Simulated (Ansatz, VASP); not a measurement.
## S: VASP beside Ansatz

```
CELL_PARAMETERS angstrom
2.17847 -2.17822 -0.02192
2.17847 2.17822 -0.02192
-2.12899 0.00000 5.50259
ATOMIC_POSITIONS crystal
S 0.08656 0.08656 0.17273
S 0.91344 0.91344 0.82727
```

Alike in both runs: functional PBE; k mesh 10 × 10 × 6; occupations gaussian, width 0.02 eV; no spin polarisation.

Ansatz relaxed the structure, and its values are those at the end. VASP's run is a single point on that final structure, the one shown.

|  | VASP | Ansatz |
| --- | --- | --- |
| version | VASP 6.6.1 | Ansatz 0.2.0 |
| potentials or method | VASP PAW PBE potentials, release 64 (S), cutoff 520 eV | scalar-relativistic, plane waves, PAW |
| valence electrons in the cell | 12 | 12 |

|  | VASP | Ansatz | Ansatz less VASP |
| --- | --- | --- | --- |
| pressure (GPa) | -0.5 | 0.0 | +0.54 |
| rms of the force components (eV/Å) | 0.145 | 0.000 | -0.1448 |

One of these differences is far larger than is usual between the two programs; its cause wasn't traced.
